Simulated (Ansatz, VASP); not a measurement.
**Two plane-wave programs on VH**

```
V H
1.0
     0.00000    1.96375    1.96375
     1.96375    0.00000    1.96375
     1.96375    1.96375    0.00000
V H
1 1
Direct
  0.00000 0.00000 0.00000
  0.50000 0.50000 0.50000
```

Alike in both runs: task single point; functional PBEsol; k mesh 9 × 9 × 9; occupations fermi-dirac, width 0.05 eV; collinear spin.

|  | VASP | Ansatz |
| --- | --- | --- |
| version | VASP 6.6.1 | Ansatz 0.2.0 |
| potentials or method | VASP PAW PBE potentials, release 64 (V_sv, H), cutoff 520 eV | plane waves, PAW |
| valence electrons in the cell | 14 | 14 |

|  | VASP | Ansatz | Ansatz less VASP |
| --- | --- | --- | --- |
| net moment per atom (μB) | 0.00 | 0.00 | 0.000 |

VASP's potentials were made for PBE, not for PBEsol. Ansatz's warnings: seeded moment not kept.
